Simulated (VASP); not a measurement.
Here is a VASP 6.6.1 calculation.

Contents of INCAR:

```
SYSTEM = WC
PREC = Accurate
ENCUT = 600
EDIFF = 1E-6
ISMEAR = -1
SIGMA = 0.1
LREAL = .False.
LASPH = .True.
NELM = 100
ALGO = Normal
ISIF = 3
LWAVE = .False.
LCHARG = .False.
IBRION = 2
NSW = 80
EDIFFG = -0.01
```

Contents of KPOINTS:

```
regular mesh
0
Gamma
  11 11 11
  0 0 0
```

Contents of POSCAR:

```
WC
1.0
    0.0000000000      2.1926840000      2.1926840000
    2.1926840000      0.0000000000      2.1926840000
    2.1926840000      2.1926840000      0.0000000000
W C
1 1
Direct
    0.0000000000      0.0000000000      0.0000000000
    0.5000000000      0.5000000000      0.5000000000
```

Potentials or basis: VASP PAW LDA potentials, release 64 (W_sv, C).

The run is started by

```console
$ cat potpaw_LDA.64/W_sv/POTCAR potpaw_LDA.64/C/POTCAR > POTCAR
$ mpirun -np 1 vasp_std > vasp.out
```

**Question.** Estimate the space group after relaxing (to 0.05 Å).

**Answer.** Fm-3m (No. 225).

**Question.** Predict the relaxed volume.

**Answer.** 10.16 Å³/atom.

**Question.** Estimate the relaxed cell.

**Answer.** a = 3.063 Å, b = 3.063 Å, c = 3.063 Å, α = 60.00°, β = 60.00°, γ = 60.00°.

The path:
```csv
step,energy change (eV),largest force (eV/Å),pressure (GPa),volume (Å³)
1,0.0000,0.0000,-13.71,21.08
2,0.2230,0.0000,47.86,18.45
3,-0.0337,0.0000,-0.51,20.35
4,-0.0337,0.0000,-0.12,20.33
```
